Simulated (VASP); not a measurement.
Crystal: Ir.

```xyz
1
Lattice="0.0000 1.9200 1.9200 1.9200 0.0000 1.9200 1.9200 1.9200 0.0000" Properties=species:S:1:pos:R:3 pbc="T T T"
Ir    0.0000    0.0000    0.0000
```

* Program: VASP 6.6.1
* Task: relaxation of cell and atoms
* Functional: PBE
* Potentials or basis: VASP PAW PBE potentials, release 64 (Ir)
* Cutoff: 600 eV
* k mesh: 48 × 48 × 48
* Occupations: gaussian, width 0.1 eV
* Spin: no spin polarisation

At the start: pressure 9.5 GPa; volume 14.16 Å³/atom.

Problem. How do energy, volume and symmetry change on relaxing?

Solution. Over 4 steps the energy falls by 10.5 meV/atom and the volume is 14.52 Å³/atom (+2.6 %); space group Fm-3m (No. 225, to 0.1 Å) before and after.

Step by step:
```
step  energy change (eV)  largest force (eV/Å)  pressure (GPa)  volume (Å³)
   1              0.0000                0.0000            9.47        14.16
   2              0.1143                0.0000          -25.61        15.94
   3             -0.0105                0.0000           -0.45        14.54
   4             -0.0105                0.0000           -0.01        14.52
```

Final structure:
```cif
data_structure
_symmetry_space_group_name_H-M 'P 1'
_symmetry_Int_Tables_number 1
_cell_length_a 2.7383
_cell_length_b 2.7383
_cell_length_c 2.7383
_cell_angle_alpha 60.000
_cell_angle_beta 60.000
_cell_angle_gamma 60.000
_cell_volume 14.52
loop_
_atom_site_label
_atom_site_type_symbol
_atom_site_fract_x
_atom_site_fract_y
_atom_site_fract_z
_atom_site_occupancy
Ir1 Ir 0.00000 0.00000 0.00000 1
```
